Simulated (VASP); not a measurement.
Here is a VASP 6.6.1 calculation.

Contents of INCAR:

```
SYSTEM = ErSc2Sb3
PREC = Accurate
ENCUT = 500
EDIFF = 1E-6
ISMEAR = 0
SIGMA = 0.2
LREAL = .False.
LASPH = .True.
NELM = 200
ALGO = Normal
ISIF = 2
LWAVE = .False.
LCHARG = .False.
GGA = PE
NBANDS = 32
GGA_COMPAT = .False.
LMAXMIX = 6
```

KPOINTS

```
Automatic mesh
0
Gamma
  4 4 2
  0 0 0
```

File POSCAR:

```
ErSc2Sb3
1.0
    5.0861429336     -0.0000000029      0.0000000000
   -2.5430714643      4.4047289893      0.0000000000
    0.0000000000      0.0000000000      8.8402906116
Er Sc Sb
1 2 3
Direct
    0.3333333333      0.6666666667      0.0000000000
    0.6666666667      0.3333333333      0.5000000000
    0.0000000000      0.0000000000      0.0000000000
    0.3333333333      0.6666666667      0.3344281287
    0.3333333333      0.6666666667      0.6655718713
    0.6666666667      0.3333333333      0.0000000000
```

Potentials or basis: VASP PAW PBE potentials, release 64 (Er_3, Sc_sv, Sb), 4f in core.

Run with:

```sh
$ cat potpaw_PBE.64/Er_3/POTCAR potpaw_PBE.64/Sc_sv/POTCAR potpaw_PBE.64/Sb/POTCAR > POTCAR
$ mpirun -np 1 vasp_std > vasp.out
```

What does it give for the largest force?

0.014 eV/Å.

Estimate the pressure.

0.5 GPa.

Forces in eV/Å, atoms in the order of the input:
```
Er   0.000  0.000  0.000
Sc   0.000  0.000  0.000
Sc   0.000  0.000  0.000
Sb   0.000  0.000 -0.014
Sb   0.000  0.000  0.014
Sb   0.000  0.000  0.000
```

Caveat: spin-orbit coupling is left out, which moves the levels of the heavy elements; the 4f electrons are frozen in the core, so they carry no moment and show no levels. Spin polarisation is off, so any magnetic state and its effect on volume and gap are missing.
